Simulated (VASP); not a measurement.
# CuSi12 (P-62m) in VASP: notebook, part 2 of 2

VASP 6.6.1.

## Step 3: Single point, PBE+D3(BJ)

This run uses another cell than the first one, of 18.68 Å³/atom.

INCAR reads:

```
PREC     = Accurate       # precision mode
ENCUT    = 520            # plane-wave cutoff, eV
EDIFF    = 1E-7           # SCF threshold, eV
ISMEAR   = 0              # smearing method
SIGMA    = 0.1            # smearing width, eV
LREAL    = False          # projectors in reciprocal space
LASPH    = True           # aspherical terms in the spheres
NELM     = 100            # most SCF steps
ALGO     = Normal         # electronic algorithm
ISIF     = 2              # what is computed and relaxed
LWAVE    = False          # write WAVECAR
LCHARG   = False          # write CHGCAR
GGA      = PE             # functional
IVDW     = 12             # dispersion correction
NBANDS   = 42             # bands
```

KPOINTS reads:

```
regular mesh
0
Gamma
  6 6 6
```

POSCAR reads:

```
CuSi12
1.0
    6.6683578436      0.0000000000      0.0000000000
   -3.3341789218      5.7749672941      0.0000000000
    0.0000000000      0.0000000000      6.3061245904
Si Cu
12 1
Direct
    0.6706572298      0.6706572298      0.6873512570
    0.3293427702      0.0000000000      0.6873512570
    0.0000000000      0.3293427702      0.6873512570
    0.0000000000      0.6633501105      0.8114295302
    0.6633501105      0.0000000000      0.8114295302
    0.3366498895      0.3366498895      0.8114295302
    0.0000000000      0.6633501105      0.1885704698
    0.6633501105      0.0000000000      0.1885704698
    0.3366498895      0.3366498895      0.1885704698
    0.6706572298      0.6706572298      0.3126487430
    0.3293427702      0.0000000000      0.3126487430
    0.0000000000      0.3293427702      0.3126487430
    0.0000000000      0.0000000000      0.0000000000
```

Potentials or basis: VASP PAW PBE potentials, release 64 (Si, Cu).

Run with:

```
> cat potpaw_PBE.64/Si/POTCAR potpaw_PBE.64/Cu/POTCAR > POTCAR
> mpirun -np 1 vasp_std > vasp.out
```

OUTCAR:

```text
PREC = Accurate
   ENCUT = 520
   EDIFF = 1E-7
   ISMEAR = 0
   LREAL = False
   LASPH = True
   NELM = 100
   ISIF = 2
   GGA = PE
   IVDW = 12
 IVDW          = 12

 ion  position               nearest neighbor table
   1  0.671  0.671  0.687-   4 2.35   5 2.35   6 2.36  10 2.36  13 2.95
   2  0.329  0.000  0.687-   4 2.35   6 2.35   5 2.36  11 2.36  13 2.95
   3  0.000  0.329  0.687-   6 2.35   5 2.35   4 2.36  12 2.36  13 2.95
   4  0.000  0.663  0.811-   1 2.35   2 2.35   3 2.36   7 2.38  13 2.54
   5  0.663  0.000  0.811-   1 2.35   3 2.35   2 2.36   8 2.38  13 2.54
   6  0.337  0.337  0.811-   3 2.35   2 2.35   1 2.36   9 2.38  13 2.54
   7  0.000  0.663  0.189-  10 2.35  11 2.35  12 2.36   4 2.38  13 2.54
   8  0.663  0.000  0.189-  10 2.35  12 2.35  11 2.36   5 2.38  13 2.54
   9  0.337  0.337  0.189-  12 2.35  11 2.35  10 2.36   6 2.38  13 2.54
  10  0.671  0.671  0.313-   7 2.35   8 2.35   9 2.36   1 2.36  13 2.95
  11  0.329  0.000  0.313-   7 2.35   9 2.35   8 2.36   2 2.36  13 2.95
  12  0.000  0.329  0.313-   9 2.35   8 2.35   7 2.36   3 2.36  13 2.95
  13  0.000  0.000  0.000-   5 2.54   8 2.54   6 2.54   7 2.54   4 2.54   9 2.54   2 2.95  11 2.95
                             3 2.95  10 2.95   1 2.95  12 2.95

  LATTYP: Found a hexagonal cell.
 ALAT       =     6.6683578436
 C/A-ratio  =     0.9456787920

  Lattice vectors:

 A1 = (   6.6683578436,   0.0000000000,   0.0000000000)
 A2 = (  -3.3341789218,   5.7749672941,   0.0000000000)
 A3 = (   0.0000000000,   0.0000000000,   6.3061245904)

Analysis of symmetry for initial positions (statically):
=====================================================================
 Subroutine PRICEL returns:
 Original cell was already a primitive cell.

 Routine SETGRP: Setting up the symmetry group for a
 hexagonal supercell.

 Subroutine GETGRP returns: Found 12 space group operations
 (whereof 12 operations were pure point group operations)
 out of a pool of 24 trial point group operations.

The static configuration has the point symmetry D_3h.

[... 169 lines left out ...]
 maximum number of plane-waves:      6588
 NGX is ok and might be reduce to    50
   NGX = 25   NGY = 25   NGZ = 23

 number of electron      59.0000011 magnetization

 Free energy of the ion-electron system (eV)
  ---------------------------------------------------
  ext. energy  EPLUGINS =         0.00000000
  ---------------------------------------------------
  free energy    TOTEN  =       -67.25677636 eV

  energy without entropy =      -67.25307138  energy(sigma->0) =      -67.25492387

 E-fermi :   6.8092     XC(G=0):  -9.7396

 val. band max:        6.7529558609   @ k =   0.0000   0.0000   0.1667
 cond. band min:       7.0132748846   @ k =   0.1667   0.1667   0.0000
 fundamental gap:      0.2603190236
 Fermi energy:         6.8091901220

 k-point     1 :       0.0000    0.0000    0.0000
  band No.  band energies     occupation
      1      -5.9040      2.00000
      2      -3.4870      2.00000
      3      -2.8519      2.00000
      4      -2.8519      2.00000
      5      -2.5856      2.00000
      6      -2.5856      2.00000
[... 1045 lines left out ...]
     40      10.1087      0.00000
     41      10.2958      0.00000

 [... further k-points ...]

 [bands above 41 left out]

------------------------ aborting loop because EDIFF is reached ----------------------------------------

 Edisp (eV)   -4.35556

 E8    (eV) :    -1.8035

  FORCE on cell =-STRESS in cart. coord.  units (eV):
  Direction    XX          YY          ZZ          XY          YZ          ZX
  --------------------------------------------------------------------------------------
  -------------------------------------------------------------------------------------
  Total      -0.07190    -0.07190    -0.12056     0.00000     0.00000    -0.00000
  in kB      -0.47435    -0.47435    -0.79538     0.00000     0.00000    -0.00000
  external pressure =       -0.58 kB  Pullay stress =        0.00 kB

 VOLUME and BASIS-vectors are now :
 -----------------------------------------------------------------------------
  energy-cutoff  :      520.00
  volume of cell :      242.85
      direct lattice vectors                 reciprocal lattice vectors
     6.668357844  0.000000000  0.000000000     0.149961958  0.086580577  0.000000000
    -3.334178922  5.774967294  0.000000000     0.000000000  0.173161154  0.000000000
     0.000000000  0.000000000  6.306124590     0.000000000  0.000000000  0.158575998

 POSITION                                       TOTAL-FORCE (eV/Angst)
 -----------------------------------------------------------------------------------
      2.23609      3.87302      4.33452         0.002703      0.004681      0.000671
      2.19618      0.00000      4.33452        -0.005405     -0.000000      0.000671
     -1.09809      1.90194      4.33452         0.002703     -0.004681      0.000671
     -2.21173      3.83083      5.11698         0.006099     -0.010564     -0.003005
      4.42346      0.00000      5.11698        -0.012198     -0.000000     -0.003005
      1.12245      1.94414      5.11698         0.006099      0.010564     -0.003005
     -2.21173      3.83083      1.18915         0.006099     -0.010564      0.003005
      4.42346      0.00000      1.18915        -0.012198     -0.000000      0.003005
      1.12245      1.94414      1.18915         0.006099      0.010564      0.003005
      2.23609      3.87302      1.97160         0.002703      0.004681     -0.000671
      2.19618      0.00000      1.97160        -0.005405     -0.000000     -0.000671
     -1.09809      1.90194      1.97160         0.002703     -0.004681     -0.000671
      0.00000      0.00000      0.00000         0.000000     -0.000000     -0.000000
 -----------------------------------------------------------------------------------
    total drift:                               -0.000002     -0.000004      0.000001

  FREE ENERGIE OF THE ION-ELECTRON SYSTEM (eV)
  ---------------------------------------------------
  free  energy   TOTEN  =       -71.6123413303 eV

  energy  without entropy=      -71.6086363475  energy(sigma->0) =      -71.61048884
```

OSZICAR:

```text
N       E                     dE             d eps       ncg     rms          rms(c)
DAV:   1     0.275744178372E+03    0.27574E+03   -0.22025E+04  2352   0.123E+03
DAV:   2    -0.384448112089E+02   -0.31419E+03   -0.29352E+03  2412   0.246E+02
DAV:   3    -0.685793443438E+02   -0.30135E+02   -0.28542E+02  3216   0.787E+01
DAV:   4    -0.701208597899E+02   -0.15415E+01   -0.15194E+01  3320   0.170E+01
[... 15 lines left out ...]
DAV:  20    -0.672567774118E+02   -0.10803E-05   -0.83942E-06  3742   0.640E-02    0.108E-02
DAV:  21    -0.672567772176E+02    0.19423E-06   -0.14731E-06  3364   0.952E-03    0.970E-03
DAV:  22    -0.672567769691E+02    0.24849E-06   -0.33263E-07  2490   0.287E-03    0.505E-03
DAV:  23    -0.672567764551E+02    0.51396E-06   -0.33701E-07  2588   0.176E-02    0.267E-03
DAV:  24    -0.672567763639E+02    0.91231E-07   -0.16280E-07  1890   0.835E-03
   1 F= -.71612341E+02 E0= -.71610489E+02  d E =-.370498E-02
```

Run time: 7.9 min. Hardware: 1 thread of Intel Xeon Platinum 8259CL at 2.50GHz (Skylake/Cascade Lake), shared host; peak memory 0.48 GiB.

What came out:

- Free energy: -71.6123 eV
- Pressure: -0.1 GPa
- Largest force: 0.013 eV/Å
- Band gap on the k mesh: zero (an odd number of electrons rules out a gap without spin polarisation)
- Dispersion energy per atom: -0.335 eV

Forces on the atoms (eV/Å):
```
Si   0.003  0.005  0.001
Si  -0.005  0.000  0.001
Si   0.003 -0.005  0.001
Si   0.006 -0.011 -0.003
Si  -0.012  0.000 -0.003
Si   0.006  0.011 -0.003
Si   0.006 -0.011  0.003
Si  -0.012  0.000  0.003
Si   0.006  0.011  0.003
Si   0.003  0.005 -0.001
Si  -0.005  0.000 -0.001
Si   0.003 -0.005 -0.001
Cu   0.000  0.000  0.000
```

The gap in the log of VASP goes by the Fermi energy; the results here count the filled bands.